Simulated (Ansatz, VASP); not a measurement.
# AlNi3 in VASP and in Ansatz

```
Al Ni
1.0
    -0.20216    2.73049    2.73049
     2.73049   -0.20216    2.73049
     2.73049    2.73049   -0.20216
Al Ni
1 3
Direct
  0.50000 0.50000 0.50000
  0.25000 0.25000 0.25000
  0.00000 0.00000 0.00000
  0.75000 0.75000 0.75000
```

Alike in both runs: task single point; functional PBEsol; k mesh 14 × 14 × 14; occupations gaussian, width 0.15 eV; no spin polarisation.

|  | VASP | Ansatz |
| --- | --- | --- |
| version | VASP 6.6.1 | Ansatz 0.2.0 |
| potentials or method | VASP PAW PBE potentials, release 64 (Al, Ni), cutoff 520 eV | scalar-relativistic, plane waves, PAW |
| valence electrons in the cell | 33 | 57 |

Ansatz gave:

```
gap on the k mesh at the Fermi level (eV)                     : none
pressure (GPa)                                                : -2.9
traceless stress, the component that is largest in VASP (GPa) : 12.23
rms of the force components (eV/Å)                            : 0.068
```

Which values does VASP return?

gap on the k mesh at the Fermi level (eV): none; pressure (GPa): -2.8; traceless stress, the component that is largest in VASP (GPa): 12.15; rms of the force components (eV/Å): 0.061.

VASP's potentials were made for PBE, not for PBEsol, and Ansatz warns of the same on its side. Atom by atom the forces differ by 0.006 eV/Å (rms over components). A gap of «none» marks a metal or a gap that the smearing closes. VASP's potentials hold 33 valence electrons a cell and Ansatz's 57, so a difference there can come from the potentials and not from the codes.
